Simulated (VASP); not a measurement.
# CdF2 (Fm-3m) in VASP: single point with PBE

Aim: the single point of CdF2 with PBE.

Program: VASP 6.6.1. These are calculated values, not measurements. Logs are shortened: lines on timing, memory, paths and dates and some standing lists are left out, and cuts for length are marked.

### 1 The cell of the first run

It takes space group Fm-3m (No. 225, cubic). The conventional cell has a = 5.481 Å, b = 5.481 Å, c = 5.481 Å, α = 90.00°, β = 90.00°, γ = 90.00°. Within 3.1 Å of Cd (site symmetry m-3m) lie 8 F at 2.37 Å. Within 3.1 Å of F (site symmetry -43m) lie 4 Cd at 2.37 Å and 6 F at 2.74 Å.

### 2 Single point, PBE

File INCAR:

```
PREC     = Accurate       # precision mode
ENCUT    = 700            # plane-wave cutoff, eV
EDIFF    = 1E-6           # SCF threshold, eV
ISMEAR   = 0              # smearing method
SIGMA    = 0.01           # smearing width, eV
LREAL    = False          # projectors in reciprocal space
LASPH    = True           # aspherical terms in the spheres
NELM     = 120            # most SCF steps
ALGO     = Normal         # electronic algorithm
ISIF     = 2              # what is computed and relaxed
LWAVE    = False          # write WAVECAR
LCHARG   = False          # write CHGCAR
GGA      = PE             # functional
NBANDS   = 24             # bands
GGA_COMPAT= False
```

File KPOINTS:

```
Automatic mesh
0
Gamma
  6 6 6
```

File POSCAR:

```
CdF2
1.0
    0.0000000000      2.7404197564      2.7404197564
    2.7404197564      0.0000000000      2.7404197564
    2.7404197564      2.7404197564      0.0000000000
Cd F
1 2
Direct
    0.0000000000      0.0000000000      0.0000000000
    0.2500000000      0.2500000000      0.2500000000
    0.7500000000      0.7500000000      0.7500000000
```

Potentials or basis: VASP PAW PBE potentials, release 64 (Cd_sv_GW, F).

Run with:

```sh
cat potpaw_PBE.64/Cd_sv_GW/POTCAR potpaw_PBE.64/F/POTCAR > POTCAR
mpirun -np 1 vasp_std > vasp.out
```

OUTCAR:

```text
PREC = Accurate
   ENCUT = 700
   EDIFF = 1E-6
   ISMEAR = 0
   LREAL = False
   LASPH = True
   NELM = 120
   ISIF = 2
   GGA = PE

 ion  position               nearest neighbor table
   1  0.000  0.000  0.000-
   2  0.250  0.250  0.250-
   3  0.750  0.750  0.750-

  LATTYP: Found a face centered cubic cell.
 ALAT       =     5.4808395128

  Lattice vectors:

 A1 = (   0.0000000000,   2.7404197564,   2.7404197564)
 A2 = (   2.7404197564,   0.0000000000,   2.7404197564)
 A3 = (   2.7404197564,   2.7404197564,   0.0000000000)

Analysis of symmetry for initial positions (statically):
=====================================================================
 Subroutine PRICEL returns:
 Original cell was already a primitive cell.

 Routine SETGRP: Setting up the symmetry group for a
 face centered cubic supercell.

 Subroutine GETGRP returns: Found 48 space group operations
 (whereof 48 operations were pure point group operations)
 out of a pool of 48 trial point group operations.

The static configuration has the point symmetry O_h .

Analysis of symmetry for dynamics (positions and initial velocities):
=====================================================================
 Subroutine PRICEL returns:
 Original cell was already a primitive cell.

 Routine SETGRP: Setting up the symmetry group for a
 face centered cubic supercell.

 Subroutine GETGRP returns: Found 48 space group operations
 (whereof 48 operations were pure point group operations)
 out of a pool of 48 trial point group operations.

The dynamic configuration has the point symmetry O_h .

 Subroutine INISYM returns: Found 48 space group operations
 (whereof 48 operations are pure point group operations),
 and found     1 'primitive' translations

----------------------------------------------------------------------------------------

                                     Primitive cell

  volume of cell :      41.1606

  direct lattice vectors                    reciprocal lattice vectors
     0.000000000  2.740419756  2.740419756    -0.182453801  0.182453801  0.182453801
     2.740419756  0.000000000  2.740419756     0.182453801 -0.182453801  0.182453801
     2.740419756  2.740419756  0.000000000     0.182453801  0.182453801 -0.182453801

  length of vectors
     3.875538786  3.875538786  3.875538786     0.316019253  0.316019253  0.316019253

  position of ions in fractional coordinates (direct lattice)
     0.000000000  0.000000000  0.000000000
     0.250000000  0.250000000  0.250000000
     0.750000000  0.750000000  0.750000000

  ion indices of the primitive-cell ions
   primitive index   ion index
                 1           1
                 2           2
                 3           3

----------------------------------------------------------------------------------------

 KPOINTS: Automatic mesh

Automatic generation of k-mesh.
 Grid dimensions read from file:
 generate k-points for:    6    6    6

 Generating k-lattice:

  Cartesian coordinates                     Fractional coordinates (reciprocal lattice)
    -0.030408967  0.030408967  0.030408967     0.166666667  0.000000000  0.000000000
     0.030408967 -0.030408967  0.030408967     0.000000000  0.166666667  0.000000000
     0.030408967  0.030408967 -0.030408967     0.000000000  0.000000000  0.166666667

  Length of vectors
     0.052669875  0.052669875  0.052669875

  Shift w.r.t. Gamma in fractional coordinates (k-lattice)
     0.000000000  0.000000000  0.000000000

 Subroutine IBZKPT returns following result:
 ===========================================

 Found     16 irreducible k-points:

 Following reciprocal coordinates:
            Coordinates               Weight
  0.000000  0.000000  0.000000      1.000000
  0.166667  0.000000  0.000000      8.000000
  0.333333  0.000000  0.000000      8.000000
  0.500000  0.000000  0.000000      4.000000
  0.166667  0.166667  0.000000      6.000000
  0.333333  0.166667  0.000000     24.000000
[... 8 lines left out ...]
 -0.333333  0.333333  0.166667     24.000000
 -0.333333  0.500000  0.166667     12.000000
   k-points           NKPTS =     16   k-points in BZ     NKDIM =     16   number of bands    NBANDS=     24
   number of dos      NEDOS =    301   number of ions     NIONS =      3
   total plane-waves  NPLWV =  46656
   dimension x,y,z NGX =    36 NGY =   36 NGZ =   36
   dimension x,y,z NGXF=    72 NGYF=   72 NGZF=   72
   ions per type =               1   2
   NGX,Y,Z   is equivalent  to a cutoff of  15.44, 15.44, 15.44 a.u.
   NGXF,Y,Z  is equivalent  to a cutoff of  30.89, 30.89, 30.89 a.u.
 SYSTEM =  unknown system
   PREC   = accura    normal or accurate (medium, high low for compatibility)
   ISTART =      0    job   : 0-new  1-cont  2-samecut
   ICHARG =      2    charge: 1-file 2-atom 10-const
   ISPIN  =      1    spin polarized calculation?
   LNONCOLLINEAR =      F non collinear calculations
   LSORBIT =      F    spin-orbit coupling
   LASPH  =      T    aspherical Exc in radial PAW
   ENCUT  =  700.0 eV  51.45 Ry    7.17 a.u.   8.36  8.36  8.36*2*pi/ulx,y,z
   NELM   =    120;   NELMIN=  2; NELMDL= -5     # of ELM steps
   EDIFF  = 0.1E-05   stopping-criterion for ELM
   LREAL  =      F    real-space projection
   EDIFFG = 0.1E-04   stopping-criterion for IOM
   NSW    =      0    number of steps for IOM
   IBRION =     -1    ionic relax: 0-MD 1-quasi-New 2-CG
   NFREE  =      0    steps in history (QN), initial steepest desc. (CG)
   ISIF   =      2    stress and relaxation
   ISYM   =      2    0-nonsym 1-usesym 2-fastsym
   POTIM  = 0.5000    time-step for ionic-motion
   TEBEG  =    0.0;   TEEND  =   0.0 temperature during run
   PSTRESS=    0.0 pullay stress
   NELECT =      34.0000    total number of electrons
   NUPDOWN=      -1.0000    fix difference up-down
   EMIN   =  10.00;   EMAX   =-10.00  energy-range for DOS
   EFERMI =   0.00;   METHOD = LEGACY
   ISMEAR =     0;   SIGMA  =   0.01  broadening in eV -4-tet -1-fermi 0-gaus
   EFERMI_NEDOS =   21; number of points for ismear=-14 and -15
   IALGO  =     38    algorithm
   IMIX   =      4    mixing-type and parameters
     AMIX     =   0.40;   BMIX     =  1.00
     AMIX_MAG =   1.60;   BMIX_MAG =  1.00
  volume/ion in A,a.u.               =      13.72        92.59
  Fermi-wavevector in a.u.,A,eV,Ry     =   1.536057  2.902727 32.102561  2.359472
  Thomas-Fermi vector in A             =   2.642759
   LORBIT       =      0    0 simple, 1 ext, 2 COOP (PROOUT), +10 PAW based schemes
   GGA     = PE    functional components
   LHFCALC =     F    Hartree Fock is set to
   AEXX    =    0.0000 exact exchange contribution
   IVDW    =     0    specifies the selected vdW correction
   LEPSILON=     F    determine dielectric tensor
   LRPA    =     F    only Hartree local field effects (RPA)
 non-spin polarized calculation
 Gauss-broadening in eV      SIGMA  =   0.01
  energy-cutoff  :      700.00
  volume of cell :       41.16
 maximum number of plane-waves:      1759
 NGX is ok and might be reduce to    36
   NGX = 17   NGY = 17   NGZ = 17

 number of electron      34.0000006 magnetization

 Free energy of the ion-electron system (eV)
  ---------------------------------------------------
  ext. energy  EPLUGINS =         0.00000000
  ---------------------------------------------------
  free energy    TOTEN  =       -11.01588215 eV

  energy without entropy =      -11.01588215  energy(sigma->0) =      -11.01588215

 E-fermi :   0.3051     XC(G=0): -10.2709

 val. band max:        0.1573164493   @ k =  -0.3333   0.5000   0.1667
 cond. band min:       3.0815052461   @ k =   0.0000   0.0000   0.0000
 fundamental gap:      2.9241887968
 Fermi energy:         0.3051256426

 k-point     1 :       0.0000    0.0000    0.0000
  band No.  band energies     occupation
      1     -98.3632      2.00000
      2     -59.4548      2.00000
      3     -59.4548      2.00000
      4     -59.4548      2.00000
      5     -20.3533      2.00000
      6     -19.3887      2.00000
[... 16 lines left out ...]
     23      19.7067      0.00000
     24      19.7067      0.00000

 k-point     2 :       0.1667    0.0000    0.0000
  band No.  band energies     occupation
      1     -98.3632      2.00000
      2     -59.4553      2.00000
      3     -59.4549      2.00000
      4     -59.4549      2.00000
      5     -20.2773      2.00000
      6     -19.4546      2.00000
[... 16 lines left out ...]
     23      19.0455      0.00000
     24      19.0455      0.00000

 k-point     3 :       0.3333    0.0000    0.0000
  band No.  band energies     occupation
      1     -98.3631      2.00000
      2     -59.4562      2.00000
      3     -59.4551      2.00000
      4     -59.4551      2.00000
      5     -20.0853      2.00000
      6     -19.6233      2.00000
[... 16 lines left out ...]
     23      18.2714      0.00000
     24      18.9297      0.00000

 k-point     4 :       0.5000    0.0000    0.0000
  band No.  band energies     occupation
      1     -98.3631      2.00000
      2     -59.4566      2.00000
      3     -59.4551      2.00000
      4     -59.4551      2.00000
      5     -19.8780      2.00000
      6     -19.8174      2.00000
[... 16 lines left out ...]
     23      18.0063      0.00000
     24      18.3866      0.00000

 k-point     5 :       0.1667    0.1667    0.0000
  band No.  band energies     occupation
      1     -98.3632      2.00000
      2     -59.4553      2.00000
      3     -59.4550      2.00000
      4     -59.4550      2.00000
      5     -20.2555      2.00000
      6     -19.4715      2.00000
[... 235 lines left out ...]
 k-point    14 :       0.5000    0.3333    0.1667
  band No.  band energies     occupation
      1     -98.3631      2.00000
      2     -59.4562      2.00000
      3     -59.4556      2.00000
      4     -59.4553      2.00000
      5     -19.9832      2.00000
      6     -19.6971      2.00000
[... 16 lines left out ...]
     23      19.0801      0.00000
     24      20.9628      0.00000

 k-point    15 :      -0.3333    0.3333    0.1667
  band No.  band energies     occupation
      1     -98.3631      2.00000
      2     -59.4563      2.00000
      3     -59.4559      2.00000
      4     -59.4554      2.00000
      5     -19.8412      2.00000
      6     -19.8260      2.00000
[... 16 lines left out ...]
     23      18.7259      0.00000
     24      21.3073      0.00000

 k-point    16 :      -0.3333    0.5000    0.1667
  band No.  band energies     occupation
      1     -98.3631      2.00000
      2     -59.4564      2.00000
      3     -59.4558      2.00000
      4     -59.4555      2.00000
      5     -19.8877      2.00000
      6     -19.7690      2.00000
[... 16 lines left out ...]
     23      19.9348      0.00000
     24      20.2796      0.00000

------------------------ aborting loop because EDIFF is reached ----------------------------------------

  FORCE on cell =-STRESS in cart. coord.  units (eV):
  Direction    XX          YY          ZZ          XY          YZ          ZX
  --------------------------------------------------------------------------------------
  -------------------------------------------------------------------------------------
  Total       -0.1008283     -0.1008283     -0.1008283      0.0000000      0.0000000     -0.0000000
  in kB       -3.9247497     -3.9247497     -3.9247497      0.0000000      0.0000000     -0.0000000
  external PRESSURE =      -3.9247497 kB  Pullay stress =       0.0000000 kB

 VOLUME and BASIS-vectors are now :
 -----------------------------------------------------------------------------
  energy-cutoff  :      700.00
  volume of cell :       41.16
      direct lattice vectors                 reciprocal lattice vectors
     0.000000000  2.740419756  2.740419756    -0.182453801  0.182453801  0.182453801
     2.740419756  0.000000000  2.740419756     0.182453801 -0.182453801  0.182453801
     2.740419756  2.740419756  0.000000000     0.182453801  0.182453801 -0.182453801

 POSITION                                       TOTAL-FORCE (eV/Angst)
 -----------------------------------------------------------------------------------
      0.00000      0.00000      0.00000         0.000000     -0.000000      0.000000
      1.37021      1.37021      1.37021         0.000000      0.000000      0.000000
      4.11063      4.11063      4.11063        -0.000000     -0.000000     -0.000000
 -----------------------------------------------------------------------------------
    total drift:                               -0.000000      0.000000      0.000000

  FREE ENERGIE OF THE ION-ELECTRON SYSTEM (eV)
  ---------------------------------------------------
  free  energy   TOTEN  =       -11.0158821523 eV

  energy  without entropy=      -11.0158821523  energy(sigma->0) =      -11.01588215
```

Run time: 14 s. Hardware: 1 thread of Intel Xeon 6975P-C (Granite Rapids), shared host; peak memory 0.22 GiB.

Results:

```
Free energy            : -11.0159 eV
Pressure               : -0.4 GPa
Band gap on the k mesh : 2.92 eV (least direct gap 3.47 eV)
```
